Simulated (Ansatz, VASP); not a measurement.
## CdSe: VASP beside Ansatz

INCAR

```
SYSTEM = CdSe
ALGO = Normal
EDIFF = 1E-6
ENCUT = 500
GGA = PS
GGA_COMPAT = .FALSE.
ISIF = 2
ISMEAR = 0
LASPH = .TRUE.
LCHARG = .FALSE.
LREAL = .FALSE.
LWAVE = .FALSE.
NBANDS = 16
NELM = 120
PREC = Accurate
SIGMA = 0.01
```

Contents of KPOINTS:

```
k-points
0
G
  6 6 6
  0 0 0
```

Contents of POSCAR:

```
CdSe
1.0
    0.0000000000      3.0413470752      3.0261403398
    3.0413470752      0.0000000000      3.0261403398
    3.0413470752      3.0413470752      0.0000000000
Cd Se
1 1
Direct
    0.0000000000      0.0000000000      0.0000000000
    0.7500000000      0.7500000000      0.7500000000
```

Input for Ansatz:

```yaml
crystal:
  lattice:
    - [0.0, 3.04134707518, 3.0261403398]
    - [3.04134707518, 0.0, 3.0261403398]
    - [3.04134707518, 3.04134707518, 0.0]
  atoms:
    - { symbol: Cd, position: [0.0, 0.0, 0.0] }
    - { symbol: Se, position: [0.75, 0.75, 0.75] }
kpoints:
  mp_grid: { grid: [6, 6, 6] }
scf:
  occupations: { method: fixed }
  convergence: { dr2_threshold: 1.0e-10 }
hamiltonian:
  xc: pbesol
  pseudopotentials: { kind: paw }
output:
  forces: true
  stress: true
  eigenstates:
    kpoints:
      - [0.0, 0.0, 0.0]
      - [0.5, 0.5, 0.0]
      - [0.5, 0.0, 0.5]
      - [0.0, 0.5, 0.5]
      - [0.0, 0.5, 0.0]
      - [0.5, 0.0, 0.0]
      - [0.0, 0.0, 0.5]
      - [0.5, 0.5, 0.5]
  eigenvalues: true
```

Change from the starting cell: z stretched by -0.5 %, x and y held, PAW files.

Alike in both runs: task single point; functional PBEsol; k mesh 6 × 6 × 6; no spin polarisation.

```csv
,VASP,Ansatz
version,VASP 6.6.1,Ansatz 0.2.0
potentials or method,"VASP PAW PBE potentials, release 64 (Cd, Se)","PAW with Ansatz's default frozen-core files, scalar-relativistic"
plane-wave cutoff (eV),500,420
occupations,"gaussian, width 0.01 eV",fixed
valence electrons in the cell,18,36
```

```csv
,VASP,Ansatz,Ansatz less VASP
gap on the k mesh at the Fermi level (eV),0.48,0.48,-0.002
pressure (GPa),0.6,0.3,-0.34
"traceless stress, the component that is largest in VASP (GPa)",0.06,0.06,+0.002
```

VASP's potentials were made for PBE, not for PBEsol. VASP's potentials hold 18 valence electrons a cell and Ansatz's 36, so a difference there can come from the potentials and not from the codes.
